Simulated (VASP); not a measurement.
Here is a VASP 6.6.1 calculation.

The input POSCAR:

```
ZnSe
1.0
    0.0000000000      2.7759511149      2.7759511149
    2.7759511149      0.0000000000      2.7759511149
    2.7759511149      2.7759511149      0.0000000000
Se Zn
1 1
Direct
    0.7500000000      0.7500000000      0.7500000000
    0.0000000000      0.0000000000      0.0000000000
```

Contents of INCAR.step1:

```
PREC = Accurate
ENCUT = 520
EDIFF = 1E-5
ISMEAR = -1
SIGMA = 0.05
LREAL = False
LASPH = True
NELM = 80
ALGO = Normal
ISIF = 2
LWAVE = True
LCHARG = False
NBANDS = 16
GGA = PE
```

The input INCAR.step2:

```
PREC = Accurate
ENCUT = 520
EDIFF = 1E-7
ISMEAR = -1
SIGMA = 0.05
LREAL = False
LASPH = True
NELM = 80
ALGO = Normal
ISIF = 2
LWAVE = False
LCHARG = False
GGA = PE
LHFCALC = True
HFSCREEN = 0.2079
PRECFOCK = Normal
NBANDS = 16
ISTART = 1
```

File KPOINTS:

```
Automatic mesh
0
Gamma
  4 4 4
```

Potentials or basis: VASP PAW PBE potentials, release 64 (Se, Zn).

The run is started by

```console
$ cat potpaw_PBE.64/Se/POTCAR potpaw_PBE.64/Zn/POTCAR > POTCAR
$ cp INCAR.step1 INCAR
$ mpirun -np 1 vasp_std > vasp.out
$ cp INCAR.step2 INCAR
$ mpirun -np 1 vasp_std > vasp.out
```

Problem. Predict the pressure.

Solution. 6.3 GPa.

Problem. What does it give for the band gap on the k mesh?

Solution. 2.72 eV.

Caveat: the k points lie up to 0.49 Å⁻¹ apart; the PAW data sets were made with another functional, which shifts forces and pressure a little.
